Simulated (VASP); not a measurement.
# BAs (F-43m) in VASP: a series of runs, part 2 of 2

VASP 6.6.1. The steps go on from the part before.

### Step 3. Single point, LDA

This run uses another cell than the first one, of 13.24 Å³/atom, 0.984 times its volume.

INCAR reads:

```
SYSTEM = BAs
ALGO = Normal
EDIFF = 1E-6
ENCUT = 520
GGA = CA
ISIF = 2
ISMEAR = 0
LASPH = .True.
LCHARG = .True.
LELF = .True.
LREAL = .False.
LVHAR = .True.
LWAVE = .False.
NBANDS = 11
NELM = 100
PREC = Accurate
SIGMA = 0.01
```

KPOINTS reads:

```
k-points
0
Gamma
  8 8 8
  0 0 0
```

POSCAR reads:

```
BAs
1.0
    0.0000000000      2.3659340278      2.3659340278
    2.3659340278      0.0000000000      2.3659340278
    2.3659340278      2.3659340278      0.0000000000
B As
1 1
Direct
    0.0000000000      0.0000000000      0.0000000000
    0.2500000000      0.2500000000      0.2500000000
```

Potentials or basis: VASP PAW LDA potentials, release 64 (B, As).

Launch:

```bash
cat potpaw_LDA.64/B/POTCAR potpaw_LDA.64/As/POTCAR > POTCAR
mpirun -np 1 vasp_std > vasp.out
```

OUTCAR:

```text
SYSTEM = BAs
   EDIFF = 1E-6
   ENCUT = 520
   GGA = CA
   ISIF = 2
   ISMEAR = 0
   LASPH = .True.
   LREAL = .False.
   NELM = 100
   PREC = Accurate

 ion  position               nearest neighbor table
   1  0.000  0.000  0.000-   2 2.05   2 2.05   2 2.05   2 2.05
   2  0.250  0.250  0.250-   1 2.05   1 2.05   1 2.05   1 2.05

  LATTYP: Found a face centered cubic cell.
 ALAT       =     4.7318680556

  Lattice vectors:

 A1 = (   0.0000000000,   2.3659340278,   2.3659340278)
 A2 = (   2.3659340278,   0.0000000000,   2.3659340278)
 A3 = (   2.3659340278,   2.3659340278,   0.0000000000)

Analysis of symmetry for initial positions (statically):
=====================================================================
 Subroutine PRICEL returns:
 Original cell was already a primitive cell.

 Routine SETGRP: Setting up the symmetry group for a
 face centered cubic supercell.

 Subroutine GETGRP returns: Found 24 space group operations
 (whereof 24 operations were pure point group operations)
 out of a pool of 48 trial point group operations.

The static configuration has the point symmetry T_d .

Analysis of symmetry for dynamics (positions and initial velocities):
=====================================================================
 Subroutine PRICEL returns:
 Original cell was already a primitive cell.

 Routine SETGRP: Setting up the symmetry group for a
 face centered cubic supercell.

 Subroutine GETGRP returns: Found 24 space group operations
 (whereof 24 operations were pure point group operations)
 out of a pool of 48 trial point group operations.

The dynamic configuration has the point symmetry T_d .

 Subroutine INISYM returns: Found 24 space group operations
 (whereof 24 operations are pure point group operations),
 and found     1 'primitive' translations

----------------------------------------------------------------------------------------

                                     Primitive cell

  volume of cell :      26.4873

[... 112 lines left out ...]
   LORBIT       =      0    0 simple, 1 ext, 2 COOP (PROOUT), +10 PAW based schemes
   GGA     = CA    functional components
   LHFCALC =     F    Hartree Fock is set to
   AEXX    =    0.0000 exact exchange contribution
   IVDW    =     0    specifies the selected vdW correction
   LEPSILON=     F    determine dielectric tensor
   LRPA    =     F    only Hartree local field effects (RPA)
 non-spin polarized calculation
 Gauss-broadening in eV      SIGMA  =   0.01
  energy-cutoff  :      520.00
  volume of cell :       26.49
 maximum number of plane-waves:       725
 NGX is ok and might be reduce to    28
   NGX = 13   NGY = 13   NGZ = 13

 number of electron       8.0000000 magnetization

 Free energy of the ion-electron system (eV)
  ---------------------------------------------------
  ext. energy  EPLUGINS =         0.00000000
  ---------------------------------------------------
  free energy    TOTEN  =       -12.92373727 eV

  energy without entropy =      -12.92373727  energy(sigma->0) =      -12.92373727

 E-fermi :   6.5967     XC(G=0): -10.9027

 val. band max:        6.4829966162   @ k =   0.0000   0.0000   0.0000
 cond. band min:       7.5958368958   @ k =   0.3750   0.3750   0.0000
 fundamental gap:      1.1128402796
 Fermi energy:         6.5966778315

 k-point     1 :       0.0000    0.0000    0.0000
  band No.  band energies     occupation
      1      -9.1550      2.00000
      2       6.4830      2.00000
      3       6.4830      2.00000
      4       6.4830      2.00000
      5       9.7691      0.00000
      6       9.7691      0.00000
      7       9.7691      0.00000
      8      11.5421      0.00000
      9      15.9836      0.00000
     10      19.6344      0.00000
     11      19.6344      0.00000
[... 309 lines left out ...]
 k-point    24 :      -0.3750    0.2500    0.1250
  band No.  band energies     occupation
      1      -5.6105      2.00000
      2      -1.9386      2.00000
      3       1.8286      2.00000
      4       3.3131      2.00000
      5      10.4417      0.00000
      6      11.2928      0.00000
      7      14.0331      0.00000
      8      15.5962      0.00000
      9      16.8603      0.00000
     10      20.7819      0.00000
     11      21.7929      0.00000

 [... further k-points ...]
[... 5 lines left out ...]
  --------------------------------------------------------------------------------------
  -------------------------------------------------------------------------------------
  Total        0.1632639      0.1632639      0.1632639     -0.0000000      0.0000000     -0.0000000
  in kB        9.8755865      9.8755865      9.8755865     -0.0000000      0.0000000     -0.0000000
  external PRESSURE =       9.8755865 kB  Pullay stress =       0.0000000 kB

 VOLUME and BASIS-vectors are now :
 -----------------------------------------------------------------------------
  energy-cutoff  :      520.00
  volume of cell :       26.49
      direct lattice vectors                 reciprocal lattice vectors
     0.000000000  2.365934028  2.365934028    -0.211333027  0.211333027  0.211333027
     2.365934028  0.000000000  2.365934028     0.211333027 -0.211333027  0.211333027
     2.365934028  2.365934028  0.000000000     0.211333027  0.211333027 -0.211333027

 POSITION                                       TOTAL-FORCE (eV/Angst)
 -----------------------------------------------------------------------------------
      0.00000      0.00000      0.00000        -0.000000      0.000000     -0.000000
      1.18297      1.18297      1.18297         0.000000     -0.000000      0.000000
 -----------------------------------------------------------------------------------
    total drift:                               -0.000000     -0.000000     -0.000000

  FREE ENERGIE OF THE ION-ELECTRON SYSTEM (eV)
  ---------------------------------------------------
  free  energy   TOTEN  =       -12.9237372702 eV

  energy  without entropy=      -12.9237372702  energy(sigma->0) =      -12.92373727
```

OSZICAR:

```text
N       E                     dE             d eps       ncg     rms          rms(c)
DAV:   1     0.113054551783E+02    0.11305E+02   -0.38555E+03   638   0.647E+02
DAV:   2    -0.130067541114E+02   -0.24312E+02   -0.23581E+02   865   0.106E+02
DAV:   3    -0.137073835396E+02   -0.70063E+00   -0.69946E+00   787   0.172E+01
DAV:   4    -0.137092321085E+02   -0.18486E-02   -0.18485E-02   713   0.102E+00
DAV:   5    -0.137092350659E+02   -0.29574E-05   -0.29574E-05   771   0.433E-02    0.523E+00
DAV:   6    -0.130246653271E+02    0.68457E+00   -0.17814E+00   689   0.544E+00    0.246E+00
DAV:   7    -0.129373220187E+02    0.87343E-01   -0.21532E-01   731   0.231E+00    0.909E-01
DAV:   8    -0.129237048447E+02    0.13617E-01   -0.24115E-02   710   0.824E-01    0.101E-01
DAV:   9    -0.129237304636E+02   -0.25619E-04   -0.78349E-04   722   0.173E-01    0.601E-02
DAV:  10    -0.129237358965E+02   -0.54329E-05   -0.76425E-05   695   0.498E-02    0.131E-02
DAV:  11    -0.129237374182E+02   -0.15217E-05   -0.20921E-06   749   0.878E-03    0.128E-02
DAV:  12    -0.129237372702E+02    0.14799E-06   -0.79939E-07   340   0.380E-03
   1 F= -.12923737E+02 E0= -.12923737E+02  d E =-.247488E-60
```

Run time: 19 s. Hardware: 1 thread of AMD EPYC 7R13, shared host; peak memory 0.11 GiB.

What came out:

```
Free energy            : -12.9237 eV
Pressure               : 1.0 GPa
Band gap on the k mesh : 1.11 eV, indirect (least direct gap 3.29 eV)
```

Levels at points of the mesh, in eV from the valence-band top:
| k point | band 1 | band 2 | band 3 | band 4 | band 5 | band 6 | band 7 | band 8 | band 9 |
| --- | --- | --- | --- | --- | --- | --- | --- | --- | --- |
| (0.00, 0.00, 0.00) | -15.64 | 0.00 | 0.00 | 0.00 | 3.29 | 3.29 | 3.29 | 5.06 | 9.50 |
| (0.50, 0.00, 0.00) | -12.68 | -8.97 | -1.87 | -1.87 | 2.86 | 4.78 | 4.78 | 8.75 | 12.69 |
| (0.50, 0.50, 0.00) | -11.35 | -8.59 | -4.20 | -4.20 | 1.31 | 1.38 | 11.51 | 11.51 | 12.90 |

### Step 4. Single point, RPBE

This run uses another cell than the first one, of 14.18 Å³/atom, 1.053 times its volume.

INCAR reads:

```
SYSTEM = BAs
PREC = Accurate
ENCUT = 520
EDIFF = 1E-7
ISMEAR = 0
SIGMA = 0.01
LREAL = .FALSE.
LASPH = .TRUE.
NELM = 80
ALGO = Normal
ISIF = 2
LWAVE = .FALSE.
LCHARG = .FALSE.
GGA = RP
NBANDS = 11
```

KPOINTS reads:

```
regular mesh
0
G
  8 8 8
  0 0 0
```

POSCAR reads:

```
BAs
1.0
    0.0000000000      2.4204205873      2.4204205873
    2.4204205873      0.0000000000      2.4204205873
    2.4204205873      2.4204205873      0.0000000000
B As
1 1
Direct
    0.0000000000      0.0000000000      0.0000000000
    0.2500000000      0.2500000000      0.2500000000
```

Potentials or basis: VASP PAW PBE potentials, release 64 (B, As).

Launch:

```bash
cat potpaw_PBE.64/B/POTCAR potpaw_PBE.64/As/POTCAR > POTCAR
mpirun -np 1 vasp_std > vasp.out
```

OUTCAR:

```text
SYSTEM = BAs
   PREC = Accurate
   ENCUT = 520
   EDIFF = 1E-7
   ISMEAR = 0
   LREAL = .FALSE.
   LASPH = .TRUE.
   NELM = 80
   ISIF = 2
   GGA = RP

 ion  position               nearest neighbor table
   1  0.000  0.000  0.000-   2 2.10   2 2.10   2 2.10   2 2.10
   2  0.250  0.250  0.250-   1 2.10   1 2.10   1 2.10   1 2.10

  LATTYP: Found a face centered cubic cell.
 ALAT       =     4.8408411746

  Lattice vectors:

 A1 = (   0.0000000000,   2.4204205873,   2.4204205873)
 A2 = (   2.4204205873,   0.0000000000,   2.4204205873)
 A3 = (   2.4204205873,   2.4204205873,   0.0000000000)

Analysis of symmetry for initial positions (statically):
=====================================================================
 Subroutine PRICEL returns:
 Original cell was already a primitive cell.

 Routine SETGRP: Setting up the symmetry group for a
 face centered cubic supercell.

 Subroutine GETGRP returns: Found 24 space group operations
 (whereof 24 operations were pure point group operations)
 out of a pool of 48 trial point group operations.

The static configuration has the point symmetry T_d .

Analysis of symmetry for dynamics (positions and initial velocities):
[... 167 lines left out ...]
 k-point     1 :       0.0000    0.0000    0.0000
  band No.  band energies     occupation
      1      -9.2470      2.00000
      2       5.7996      2.00000
      3       5.7996      2.00000
      4       5.7996      2.00000
      5       9.0275      0.00000
      6       9.0275      0.00000
      7       9.0275      0.00000
      8      10.0117      0.00000
      9      15.3528      0.00000
     10      18.5281      0.00000
     11      18.5281      0.00000
[... 309 lines left out ...]
 k-point    24 :      -0.3750    0.2500    0.1250
  band No.  band energies     occupation
      1      -5.9618      2.00000
      2      -2.2628      2.00000
      3       1.3858      2.00000
      4       2.8551      2.00000
      5       9.7159      0.00000
      6      10.4850      0.00000
      7      13.0729      0.00000
      8      14.6253      0.00000
      9      16.0541      0.00000
     10      19.7585      0.00000
     11      20.8492      0.00000

 [... further k-points ...]
[... 5 lines left out ...]
  --------------------------------------------------------------------------------------
  -------------------------------------------------------------------------------------
  Total        0.0873472      0.0873472      0.0873472     -0.0000000     -0.0000000      0.0000000
  in kB        4.9346565      4.9346565      4.9346565     -0.0000000     -0.0000000      0.0000000
  external PRESSURE =       4.9346565 kB  Pullay stress =       0.0000000 kB

 VOLUME and BASIS-vectors are now :
 -----------------------------------------------------------------------------
  energy-cutoff  :      520.00
  volume of cell :       28.36
      direct lattice vectors                 reciprocal lattice vectors
     0.000000000  2.420420587  2.420420587    -0.206575668  0.206575668  0.206575668
     2.420420587  0.000000000  2.420420587     0.206575668 -0.206575668  0.206575668
     2.420420587  2.420420587  0.000000000     0.206575668  0.206575668 -0.206575668

 POSITION                                       TOTAL-FORCE (eV/Angst)
 -----------------------------------------------------------------------------------
      0.00000      0.00000      0.00000         0.000000      0.000000      0.000000
      1.21021      1.21021      1.21021        -0.000000     -0.000000     -0.000000
 -----------------------------------------------------------------------------------
    total drift:                               -0.000000     -0.000000     -0.000000

  FREE ENERGIE OF THE ION-ELECTRON SYSTEM (eV)
  ---------------------------------------------------
  free  energy   TOTEN  =       -10.7470595436 eV

  energy  without entropy=      -10.7470595436  energy(sigma->0) =      -10.74705954
```

OSZICAR:

```text
N       E                     dE             d eps       ncg     rms          rms(c)
DAV:   1     0.125955307913E+02    0.12596E+02   -0.38168E+03   638   0.644E+02
DAV:   2    -0.105618509396E+02   -0.23157E+02   -0.21673E+02   871   0.102E+02
DAV:   3    -0.112657608358E+02   -0.70391E+00   -0.70254E+00   816   0.166E+01
DAV:   4    -0.112677322575E+02   -0.19714E-02   -0.19713E-02   714   0.100E+00
DAV:   5    -0.112677351184E+02   -0.28609E-05   -0.28608E-05   766   0.411E-02    0.475E+00
DAV:   6    -0.107893225558E+02    0.47841E+00   -0.13802E+00   674   0.466E+00    0.236E+00
DAV:   7    -0.107480173040E+02    0.41305E-01   -0.17378E-01   753   0.202E+00    0.981E-01
DAV:   8    -0.107461379821E+02    0.18793E-02   -0.19054E-02   689   0.820E-01    0.957E-02
DAV:   9    -0.107467418586E+02   -0.60388E-03   -0.10338E-03   740   0.177E-01    0.534E-02
DAV:  10    -0.107470464884E+02   -0.30463E-03   -0.44250E-04   661   0.130E-01    0.128E-02
DAV:  11    -0.107470576410E+02   -0.11153E-04   -0.15224E-05   798   0.258E-02    0.938E-03
DAV:  12    -0.107470595373E+02   -0.18962E-05   -0.65652E-06   653   0.163E-02    0.390E-03
DAV:  13    -0.107470595436E+02   -0.62701E-08   -0.94735E-08   774   0.213E-03
   1 F= -.10747060E+02 E0= -.10747060E+02  d E =-.228834E-15
```

stdout:

```text
POSCAR found type information on POSCAR B As
 POSCAR found :  2 types and       2 ions
 scaLAPACK will be used
 -----------------------------------------------------------------------------
|                                                                             |
|                                                                             |
|     You enforced a specific xc type in the INCAR file but a different       |
|     I HOPE YOU KNOW WHAT YOU ARE DOING!                                     |
|                                                                             |
 -----------------------------------------------------------------------------

 LDA part: xc-table for (Slater+PW92), standard interpolation
 POSCAR, INCAR and KPOINTS ok, starting setup
 FFT: planning ... GRIDC
 FFT: planning ... GRID_SOFT
 FFT: planning ... GRID
 WAVECAR not read
 entering main loop
```

It took 22 s on 1 thread of AMD EPYC 7R13, shared host; peak memory 0.13 GiB.

Results:

```
Free energy            : -10.7471 eV
Pressure               : 0.5 GPa
Band gap on the k mesh : 1.26 eV, indirect (least direct gap 3.23 eV)
```

Levels at points of the mesh, in eV from the valence-band top:
| k point | band 2 | band 3 | band 4 | band 5 | band 6 | band 7 |
| --- | --- | --- | --- | --- | --- | --- |
| (0.00, 0.00, 0.00) | 0.00 | 0.00 | 0.00 | 3.23 | 3.23 | 3.23 |
| (0.50, 0.00, 0.00) | -8.51 | -1.76 | -1.76 | 2.48 | 4.74 | 4.74 |
| (0.50, 0.50, 0.00) | -8.35 | -3.92 | -3.92 | 1.50 | 1.54 | 11.05 |

Caveat: the PAW data sets were made with another functional, which shifts forces and pressure a little. As with any semilocal functional, this RPBE gap is likely too small.

### Step 5. The runs side by side

```tsv
level	potentials or basis	cell	gap on the mesh (eV)	pressure (GPa)
PBE+D4	VASP PAW PBE potentials, release 64 (B, As)	a = 3.364 Å, angles 60.0°, 2 atoms	1.18	0.7
LDA	VASP PAW LDA potentials, release 64 (B, As)	a = 3.346 Å, angles 60.0°, 2 atoms	1.11	1.0
RPBE	VASP PAW PBE potentials, release 64 (B, As)	a = 3.423 Å, angles 60.0°, 2 atoms	1.26	0.5
```

Alike in all rows: task single point; no spin polarisation; k mesh 8 × 8 × 8; cutoff (eV) 520; smearing gaussian 0.01 eV.

Caveats: the PAW data sets were made with another functional, which shifts forces and pressure a little (some runs).

Absolute energies hang on the potentials; compare differences alone.
